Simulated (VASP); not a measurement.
# YbNb2W3 (P6/mmm) in VASP: single point with PBE

Aim: the single point of YbNb2W3 with PBE.

Program: VASP 6.6.1. These are calculated values, not measurements. Logs are shortened: lines on timing, memory, paths and dates and some standing lists are left out, and cuts for length are marked.

## Step 1: The cell of the first run

Symmetry: P6/mmm, No. 191, hexagonal system. The conventional cell has a = 5.606 Å, b = 5.606 Å, c = 4.434 Å, α = 90.00°, β = 90.00°, γ = 120.00°. Within 4.5 Å of Yb (site symmetry 6/mmm) lie 6 Nb at 3.24 Å and 12 W at 3.57 Å and 2 Yb at 4.43 Å. Within 3.6 Å of Nb (site symmetry -6m2) lie 6 W at 2.74 Å and 3 Nb at 3.24 Å and 3 Yb at 3.24 Å. Within 3.6 Å of W (site symmetry mmm) lie 4 Nb at 2.74 Å and 4 W at 2.80 Å and 4 Yb at 3.57 Å.

The cell was generated, and may not be a known phase.

## Step 2: Single point, PBE, collinear spin, ferromagnetic start

Contents of INCAR:

```
SYSTEM = YbNb2W3
PREC = Accurate
ENCUT = 520
EDIFF = 1E-7
ISMEAR = 0
SIGMA = 0.1
LREAL = .FALSE.
LASPH = .TRUE.
NELM = 150
ALGO = Normal
ISIF = 2
LWAVE = .FALSE.
LCHARG = .FALSE.
ISPIN = 2
MAGMOM = 1 1 1 0 0 0
LORBIT = 11
LMAXMIX = 6
GGA = PE
NBANDS = 59
```

Contents of KPOINTS:

```
Automatic mesh
0
G
  6 6 4
  0 0 0
```

Contents of POSCAR:

```
YbNb2W3
1.0
    5.6061756429      0.0000000000      0.0000000000
   -2.8030878215      4.8550905248      0.0000000000
    0.0000000000      0.0000000000      4.4341936906
Yb Nb W
1 2 3
Direct
    0.0000000000      0.0000000000      0.5000000000
    0.6666666667      0.3333333333      0.5000000000
    0.3333333333      0.6666666667      0.5000000000
    0.0000000000      0.5000000000      0.0000000000
    0.5000000000      0.5000000000      0.0000000000
    0.5000000000      0.0000000000      0.0000000000
```

Potentials or basis: VASP PAW PBE potentials, release 64 (Yb, Nb_sv, W_sv).

Run with:

```sh
$ cat potpaw_PBE.64/Yb/POTCAR potpaw_PBE.64/Nb_sv/POTCAR potpaw_PBE.64/W_sv/POTCAR > POTCAR
$ mpirun -np 1 vasp_std > vasp.out
```

OUTCAR:

```text
SYSTEM = YbNb2W3
   PREC = Accurate
   ENCUT = 520
   EDIFF = 1E-7
   ISMEAR = 0
   LREAL = .FALSE.
   LASPH = .TRUE.
   NELM = 150
   ISIF = 2
   ISPIN = 2
   LORBIT = 11
   GGA = PE

 ion  position               nearest neighbor table
   1  0.000  0.000  0.500-   2 3.24   3 3.24   3 3.24   2 3.24   2 3.24   3 3.24   5 3.57   5 3.57
                             5 3.57   5 3.57   4 3.57   4 3.57   4 3.57   4 3.57   6 3.57   6 3.57
   2  0.667  0.333  0.500-   6 2.74   6 2.74   4 2.74   4 2.74   5 2.74   5 2.74   1 3.24   1 3.24
                             1 3.24
   3  0.333  0.667  0.500-   6 2.74   6 2.74   4 2.74   4 2.74   5 2.74   5 2.74   1 3.24   1 3.24
                             1 3.24
   4  0.000  0.500  0.000-   2 2.74   3 2.74   2 2.74   3 2.74   6 2.80   6 2.80   5 2.80   5 2.80
                             1 3.57   1 3.57   1 3.57   1 3.57
   5  0.500  0.500  0.000-   2 2.74   3 2.74   2 2.74   3 2.74   6 2.80   6 2.80   4 2.80   4 2.80
                             1 3.57   1 3.57   1 3.57   1 3.57
   6  0.500  0.000  0.000-   2 2.74   3 2.74   2 2.74   3 2.74   4 2.80   4 2.80   5 2.80   5 2.80
                             1 3.57   1 3.57   1 3.57   1 3.57

  LATTYP: Found a hexagonal cell.
 ALAT       =     5.6061756429
 C/A-ratio  =     0.7909480496

  Lattice vectors:

 A1 = (   5.6061756429,   0.0000000000,   0.0000000000)
 A2 = (  -2.8030878215,   4.8550905248,   0.0000000000)
 A3 = (   0.0000000000,   0.0000000000,   4.4341936906)

Analysis of symmetry for initial positions (statically):
=====================================================================
 Subroutine PRICEL returns:
 Original cell was already a primitive cell.

 Routine SETGRP: Setting up the symmetry group for a
 hexagonal supercell.

 Subroutine GETGRP returns: Found 24 space group operations
 (whereof 24 operations were pure point group operations)
 out of a pool of 24 trial point group operations.

The static configuration has the point symmetry D_6h.

Analysis of symmetry for dynamics (positions and initial velocities):
=====================================================================
 Subroutine PRICEL returns:
 Original cell was already a primitive cell.

 Routine SETGRP: Setting up the symmetry group for a
 hexagonal supercell.

 Subroutine GETGRP returns: Found 24 space group operations
 (whereof 24 operations were pure point group operations)
 out of a pool of 24 trial point group operations.

The dynamic configuration has the point symmetry D_6h.

Analysis of structural, dynamic, and magnetic symmetry:
=====================================================================
 Subroutine PRICEL returns:
 Original cell was already a primitive cell.

 Routine SETGRP: Setting up the symmetry group for a
 hexagonal supercell.

 Subroutine GETGRP returns: Found 24 space group operations
 (whereof 24 operations were pure point group operations)
 out of a pool of 24 trial point group operations.

The overall configuration has the point symmetry D_6h.

 Subroutine INISYM returns: Found 24 space group operations
 (whereof 24 operations are pure point group operations),
 and found     1 'primitive' translations

----------------------------------------------------------------------------------------

                                     Primitive cell

  volume of cell :     120.6921

  direct lattice vectors                    reciprocal lattice vectors
     5.606175643  0.000000000  0.000000000     0.178374718  0.102984692  0.000000000
    -2.803087822  4.855090525  0.000000000     0.000000000  0.205969383  0.000000000
     0.000000000  0.000000000  4.434193691     0.000000000  0.000000000  0.225520144

  length of vectors
     5.606175643  5.606175643  4.434193691     0.205969383  0.205969383  0.225520144

  position of ions in fractional coordinates (direct lattice)
     0.000000000  0.000000000  0.500000000
     0.666666667  0.333333333  0.500000000
     0.333333333  0.666666667  0.500000000
     1.000000000  0.500000000  0.000000000
     0.500000000  0.500000000  0.000000000
     0.500000000  0.000000000  0.000000000

  ion indices of the primitive-cell ions
   primitive index   ion index
                 1           1
                 2           2
                 3           3
                 4           4
                 5           5
                 6           6

----------------------------------------------------------------------------------------

 KPOINTS: Automatic mesh

Automatic generation of k-mesh.
 Grid dimensions read from file:
 generate k-points for:    6    6    4

 Generating k-lattice:

  Cartesian coordinates                     Fractional coordinates (reciprocal lattice)
     0.029729120  0.017164115  0.000000000     0.166666667 -0.000000000  0.000000000
     0.000000000  0.034328231  0.000000000     0.000000000  0.166666667  0.000000000
     0.000000000  0.000000000  0.056380036     0.000000000  0.000000000  0.250000000

  Length of vectors
     0.034328231  0.034328231  0.056380036

  Shift w.r.t. Gamma in fractional coordinates (k-lattice)
     0.000000000  0.000000000  0.000000000

 Subroutine IBZKPT returns following result:
 ===========================================

 Found     21 irreducible k-points:

 Following reciprocal coordinates:
            Coordinates               Weight
  0.000000  0.000000  0.000000      1.000000
  0.166667 -0.000000  0.000000      6.000000
  0.333333 -0.000000  0.000000      6.000000
  0.500000 -0.000000  0.000000      3.000000
  0.166667  0.166667  0.000000      6.000000
  0.333333  0.166667  0.000000     12.000000
[... 13 lines left out ...]
  0.333333  0.166667  0.500000     12.000000
  0.333333  0.333333  0.500000      2.000000
   k-points           NKPTS =     21   k-points in BZ     NKDIM =     21   number of bands    NBANDS=     59
   number of dos      NEDOS =    301   number of ions     NIONS =      6
   total plane-waves  NPLWV =  63504
   dimension x,y,z NGX =    42 NGY =   42 NGZ =   36
   dimension x,y,z NGXF=    84 NGYF=   84 NGZF=   72
   ions per type =               1   2   3
   NGX,Y,Z   is equivalent  to a cutoff of  12.45, 12.45, 13.50 a.u.
   NGXF,Y,Z  is equivalent  to a cutoff of  24.91, 24.91, 26.99 a.u.
 SYSTEM =  YbNb2W3
   PREC   = accura    normal or accurate (medium, high low for compatibility)
   ISTART =      0    job   : 0-new  1-cont  2-samecut
   ICHARG =      2    charge: 1-file 2-atom 10-const
   ISPIN  =      2    spin polarized calculation?
   LNONCOLLINEAR =      F non collinear calculations
   LSORBIT =      F    spin-orbit coupling
   LASPH  =      T    aspherical Exc in radial PAW
   ENCUT  =  520.0 eV  38.22 Ry    6.18 a.u.  10.42 10.42  8.24*2*pi/ulx,y,z
   NELM   =    150;   NELMIN=  2; NELMDL= -5     # of ELM steps
   EDIFF  = 0.1E-06   stopping-criterion for ELM
   LREAL  =      F    real-space projection
   EDIFFG = 0.1E-05   stopping-criterion for IOM
   NSW    =      0    number of steps for IOM
   IBRION =     -1    ionic relax: 0-MD 1-quasi-New 2-CG
   NFREE  =      0    steps in history (QN), initial steepest desc. (CG)
   ISIF   =      2    stress and relaxation
   ISYM   =      2    0-nonsym 1-usesym 2-fastsym
   POTIM  = 0.5000    time-step for ionic-motion
   TEBEG  =    0.0;   TEEND  =   0.0 temperature during run
   PSTRESS=    0.0 pullay stress
   NELECT =      92.0000    total number of electrons
   NUPDOWN=      -1.0000    fix difference up-down
   EMIN   =  10.00;   EMAX   =-10.00  energy-range for DOS
   EFERMI =   0.00;   METHOD = LEGACY
   ISMEAR =     0;   SIGMA  =   0.10  broadening in eV -4-tet -1-fermi 0-gaus
   EFERMI_NEDOS =   21; number of points for ismear=-14 and -15
   IALGO  =     38    algorithm
   IMIX   =      4    mixing-type and parameters
     AMIX     =   0.40;   BMIX     =  1.00
     AMIX_MAG =   1.60;   BMIX_MAG =  1.00
  volume/ion in A,a.u.               =      20.12       135.75
  Fermi-wavevector in a.u.,A,eV,Ry     =   1.495471  2.826030 30.428508  2.236432
  Thomas-Fermi vector in A             =   2.607611
   LORBIT       =     11    0 simple, 1 ext, 2 COOP (PROOUT), +10 PAW based schemes
   GGA     = PE    functional components
   LHFCALC =     F    Hartree Fock is set to
   AEXX    =    0.0000 exact exchange contribution
   IVDW    =     0    specifies the selected vdW correction
   LEPSILON=     F    determine dielectric tensor
   LRPA    =     F    only Hartree local field effects (RPA)
 spin polarized calculation
 Gauss-broadening in eV      SIGMA  =   0.10
  energy-cutoff  :      520.00
  volume of cell :      120.69
 maximum number of plane-waves:      3274
 NGX is ok and might be reduce to    42
   NGX = 21   NGY = 21   NGZ = 17

 number of electron      91.9999990 magnetization      -0.0208134

 number of electron      91.9999990 magnetization       0.0002687

 Free energy of the ion-electron system (eV)
  ---------------------------------------------------
  ext. energy  EPLUGINS =         0.00000000
  ---------------------------------------------------
  free energy    TOTEN  =       -60.50198040 eV

  energy without entropy =      -60.46171902  energy(sigma->0) =      -60.48184971

 E-fermi :   7.7219     XC(G=0): -12.0472

 val. band max:        7.6841807262   @ k =   0.5000  -0.0000   0.0000
 cond. band min:       7.7231726036   @ k =   0.0000   0.0000   0.5000
 fundamental gap:      0.0389918774
 Fermi energy:         7.7218712913

 spin component 1

 k-point     1 :       0.0000    0.0000    0.0000
  band No.  band energies     occupation
      1     -65.7630      1.00000
      2     -65.6960      1.00000
      3     -65.6960      1.00000
      4     -46.5529      1.00000
      5     -46.5184      1.00000
      6     -43.4127      1.00000
[... 50 lines left out ...]
     57      12.2016      0.00000
     58      12.7962      0.00000

 k-point     2 :       0.1667   -0.0000    0.0000
  band No.  band energies     occupation
      1     -65.7591      1.00000
      2     -65.7000      1.00000
      3     -65.6961      1.00000
      4     -46.5508      1.00000
      5     -46.5204      1.00000
      6     -43.4128      1.00000
[... 1153 lines left out ...]
      1     -65.7295      1.00000
      2     -65.7295      1.00000
      3     -65.6959      1.00000
      4     -46.5370      1.00000
      5     -46.5370      1.00000
      6     -43.4128      1.00000
[... 50 lines left out ...]
     57      10.9911      0.00000
     58      12.1540      0.00000
 Fermi energy:         7.7218712913

 spin component 2

 k-point     1 :       0.0000    0.0000    0.0000
  band No.  band energies     occupation
      1     -65.7630      1.00000
      2     -65.6960      1.00000
      3     -65.6960      1.00000
      4     -46.5529      1.00000
      5     -46.5184      1.00000
      6     -43.4126      1.00000
[... 50 lines left out ...]
     57      12.2016      0.00000
     58      12.7962      0.00000

 k-point     2 :       0.1667   -0.0000    0.0000
  band No.  band energies     occupation
      1     -65.7591      1.00000
      2     -65.7000      1.00000
      3     -65.6960      1.00000
      4     -46.5508      1.00000
      5     -46.5204      1.00000
      6     -43.4127      1.00000
[... 1153 lines left out ...]
      1     -65.7295      1.00000
      2     -65.7295      1.00000
      3     -65.6959      1.00000
      4     -46.5370      1.00000
      5     -46.5370      1.00000
      6     -43.4126      1.00000
[... 50 lines left out ...]
     57      10.9911      0.00000
     58      12.1540      0.00000
 [bands above 58 left out]

------------------------ aborting loop because EDIFF is reached ----------------------------------------

  FORCE on cell =-STRESS in cart. coord.  units (eV):
  Direction    XX          YY          ZZ          XY          YZ          ZX
  --------------------------------------------------------------------------------------
  -------------------------------------------------------------------------------------
  Total       -0.0453417     -0.0453417     -0.0468025      0.0000000      0.0000000      0.0000000
  in kB       -0.6019078     -0.6019078     -0.6212998      0.0000000      0.0000000      0.0000000
  external PRESSURE =      -0.6083718 kB  Pullay stress =       0.0000000 kB

 VOLUME and BASIS-vectors are now :
 -----------------------------------------------------------------------------
  energy-cutoff  :      520.00
  volume of cell :      120.69
      direct lattice vectors                 reciprocal lattice vectors
     5.606175643  0.000000000  0.000000000     0.178374718  0.102984692  0.000000000
    -2.803087822  4.855090525  0.000000000     0.000000000  0.205969383  0.000000000
     0.000000000  0.000000000  4.434193691     0.000000000  0.000000000  0.225520144

 POSITION                                       TOTAL-FORCE (eV/Angst)
 -----------------------------------------------------------------------------------
      0.00000      0.00000      2.21710        -0.000000      0.000000      0.000000
      2.80309      1.61836      2.21710        -0.000000      0.000000     -0.000000
     -0.00000      3.23673      2.21710         0.000000     -0.000000      0.000000
     -1.40154      2.42755      0.00000        -0.000000      0.000000      0.000000
      1.40154      2.42755      0.00000        -0.000000      0.000000      0.000000
      2.80309      0.00000      0.00000        -0.000000      0.000000      0.000000
 -----------------------------------------------------------------------------------
    total drift:                                0.000000     -0.000000     -0.000000

  FREE ENERGIE OF THE ION-ELECTRON SYSTEM (eV)
  ---------------------------------------------------
  free  energy   TOTEN  =       -60.5019803974 eV

  energy  without entropy=      -60.4617190233  energy(sigma->0) =      -60.48184971

 total charge

# of ion       s       p       d       f       tot
--------------------------------------------------
    1        2.153   6.060   0.389  13.454  22.057
    2        2.233   6.012   2.518   0.000  10.764
    3        2.233   6.012   2.518   0.000  10.764
    4        2.441   6.233   3.366   0.000  12.040
    5        2.441   6.233   3.366   0.000  12.040
    6        2.441   6.233   3.366   0.000  12.040
--------------------------------------------------
tot         13.942  36.783  15.524  13.454  79.704

 magnetization (x)

# of ion       s       p       d       f       tot
--------------------------------------------------
    1        0.000  -0.000  -0.000   0.000   0.000
    2       -0.000   0.000   0.000   0.000   0.000
    3       -0.000   0.000   0.000   0.000   0.000
    4        0.000   0.000   0.000   0.000   0.000
    5        0.000   0.000   0.000   0.000   0.000
    6        0.000   0.000   0.000   0.000   0.000
--------------------------------------------------
tot          0.000  -0.000   0.000   0.000   0.000
```

It took 36 min on 1 thread of Intel Xeon Platinum 8375C at 2.90GHz (Ice Lake), shared host; peak memory 0.46 GiB.

What came out:

- Free energy: -60.5020 eV
- Pressure: -0.1 GPa
- Band gap on the k mesh: zero (filled and empty bands overlap)
- Net moment: 0.00 μB per cell
- Valence electrons inside the program's atomic spheres: Yb 22.06; Nb 10.76; W 12.04

Caveat: spin-orbit coupling is left out, which moves the levels of the heavy elements. The state reached can hang on the start; a lower one may exist.

The gap in the log of VASP goes by the Fermi energy; the results here count the filled bands.